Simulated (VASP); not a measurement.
Runs of VASP 6.6.1 on ZnS. The structure is that of space group Pmm2 (No. 25), or close to it. The cells are those of the table. 

| cell | gap on the mesh (eV) | pressure (GPa) | largest force (eV/Å) |
| --- | --- | --- | --- |
| a = 3.825, b = 3.825, c = 12.319 Å, 8 atoms | none | -0.7 | 1.26 |
| a = 3.825, b = 3.825, c = 10.519 Å, 8 atoms | (b) | 4.2 | 1.66 |
| a = 3.825, b = 3.825, c = 12.819 Å, 8 atoms | none | (a) | 0.85 |
| a = 3.825, b = 3.825, c = 13.819 Å, 8 atoms | none | 0.2 | 0.79 |

Alike in all rows: task single point; level PBE; potentials or basis VASP PAW PBE potentials, release 64 (Zn, S); no spin polarisation; k mesh 7 × 7 × 3; cutoff (eV) 520; smearing gaussian 0.05 eV.

**Question.** Estimate the missing entries.

**Answer.** (a) -0.2; (b) 2.13.

Caveats: semilocal functionals underestimate gaps, and a narrow one can read as zero (at least some runs); forces of over 1 eV/Å act on the atoms, so gaps and moduli don't describe the material at rest (at least some runs); the cell stands under pressure (at least some runs).

A gap of «none» marks levels without a gap at the run's occupations.
